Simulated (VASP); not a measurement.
Nb, 6 atoms in the cell. The cell holds a sheet with vacuum, 6 atoms: a = 7.408 Å, b = 7.408 Å, c = 14.000 Å, α = 90.00°, β = 90.00°, γ = 120.00°. The cell was generated, and may not be a known phase.

```yaml
Program: VASP 6.6.1
Task: single point
Functional: PBE
Potentials_or_basis: VASP PAW PBE potentials, release 64 (Nb_sv)
Cutoff: 520 eV
k_mesh: 3 × 3 × 1
Occupations: gaussian, width 0.1 eV
Spin: no spin polarisation
Dipole_correction: yes
Further_INCAR_settings: ALGO = Normal; EDIFF = 1e-06; NBANDS = 48
```

Potentials or basis: VASP PAW PBE potentials, release 64 (Nb_sv).

Run with:

```sh
$ cat potpaw_PBE.64/Nb_sv/POTCAR > POTCAR
$ mpirun -np 1 vasp_std > vasp.out
```

Hardware: 1 thread of Intel(R) Xeon(R) Platinum 8488C (Sapphire Rapids), on a shared host.

Question: How long does it take, and how much memory?

Answer: It took 2.7 min on 1 thread of Intel(R) Xeon(R) Platinum 8488C (Sapphire Rapids) (shared host), peak memory 0.69 GiB. Counts: scf iterations 22, k points 3.
